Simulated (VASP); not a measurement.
Here is a VASP 6.6.1 calculation.

Contents of POSCAR:

```
IrS
1.0
    0.0000000000      2.4928971690      2.4928971690
    2.4928971690      0.0000000000      2.4928971690
    2.4928971690      2.4928971690      0.0000000000
Ir S
1 1
Direct
    0.5000000000      0.5000000000      0.5000000000
    0.0000000000      0.0000000000      0.0000000000
```

INCAR.step1

```
PREC = Accurate
ENCUT = 520
ISMEAR = 0
SIGMA = 0.05
LREAL = F
LASPH = T
NELM = 60
NBANDS = 14
GGA = PE
ALGO = Normal
EDIFF = 1E-4
LWAVE = T
LCHARG = F
```

INCAR.step2

```
PREC = Accurate
ENCUT = 520
EDIFF = 1E-7
ISMEAR = 0
SIGMA = 0.05
LREAL = F
LASPH = T
NELM = 60
ALGO = Normal
ISIF = 2
LWAVE = F
LCHARG = F
METAGGA = R2SCAN
LMIXTAU = T
NBANDS = 14
ISTART = 1
```

File KPOINTS:

```
regular mesh
0
Gamma
  12 12 12
```

Potentials or basis: VASP PAW PBE potentials, release 64 (Ir, S).

The run is started by

```sh
$ cat potpaw_PBE.64/Ir/POTCAR potpaw_PBE.64/S/POTCAR > POTCAR
$ cp INCAR.step1 INCAR
$ mpirun -np 1 vasp_std > vasp.out
$ cp INCAR.step2 INCAR
$ mpirun -np 1 vasp_std > vasp.out
```

Estimate the pressure.

-6.1 GPa.

Predict the band gap on the k mesh.

zero (an odd number of electrons rules out a gap without spin polarisation).

Caveat: the cell stands under tension; the PAW data sets were made with another functional, which shifts forces and pressure a little; spin-orbit coupling is left out, which moves the levels of the heavy elements.
